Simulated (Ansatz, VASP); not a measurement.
# One calculation of Re, two programs

The input INCAR:

```
SYSTEM = Re
PREC = Accurate ; ENCUT = 520
EDIFF = 1E-8 ; ISMEAR = -1
SIGMA = 0.05 ; LREAL = .FALSE.
LASPH = .TRUE. ; NELM = 100
ALGO = Normal ; ISIF = 2
LWAVE = .FALSE. ; LCHARG = .FALSE.
GGA = PE ; LEFG = .TRUE.
NBANDS = 14
```

File KPOINTS:

```
Automatic mesh
0
G
  14 14 8
  0 0 0
```

File POSCAR:

```
Re
1.0
    2.5854314113      0.0000000000      0.0000000000
   -1.2927157057      2.2390492819      0.0000000000
    0.0000000000      0.0000000000      4.1340662724
Re
2
Direct
    0.3333333333      0.6666666667      0.2500000000
    0.6666666667      0.3333333333      0.7500000000
```

Input for Ansatz:

```yaml
crystal:
  lattice:
    - [2.5854314113, 0.0, 0.0]
    - [-1.2927157057, 2.2390492819, 0.0]
    - [0.0, 0.0, 4.1340662724]
  atoms:
    - { symbol: Re, position: [0.3333333333, 0.6666666667, 0.25] }
    - { symbol: Re, position: [0.6666666667, 0.3333333333, 0.75] }
kpoints:
  mp_grid: { grid: [14, 14, 8] }
scf:
  occupations: { method: fermi_dirac, width: 0.05 }
hamiltonian:
  xc: pbe
  pseudopotentials: { kind: paw }
output:
  forces: true
  stress: true
  eigenvalues: true
  efg: { contact_densities: true }
```

Change from the starting cell: volume scaled by 0.98, PAW files.

Alike in both runs: task electric field gradients; functional PBE; k mesh 14 × 14 × 8; occupations fermi-dirac, width 0.05 eV; no spin polarisation.

|  | VASP | Ansatz |
| --- | --- | --- |
| version | VASP 6.6.1 | Ansatz 0.2.0 |
| potentials or method | VASP PAW PBE potentials, release 64 (Re) | PAW with Ansatz's default frozen-core files, scalar-relativistic |
| plane-wave cutoff (eV) | 520 | 420 |
| valence electrons in the cell | 14 | 30 |

|  | VASP | Ansatz | Ansatz less VASP |
| --- | --- | --- | --- |
| pressure (GPa) | 134.3 | 131.3 | -2.91 |
| traceless stress, the component that is largest in VASP (GPa) | 5.74 | 5.82 | +0.082 |
| size of Vzz on the site where it differs most (V/Å²) | 106.6 | 84.5 | -22.13 |

Both programs put the cell under a high pressure, so it lies far from rest at this level. VASP's potentials hold 14 valence electrons a cell and Ansatz's 30, so a difference there can come from the potentials and not from the codes.

Spin-orbit coupling is off throughout. Noted on VASP's run: the cell as given lies far from equilibrium.
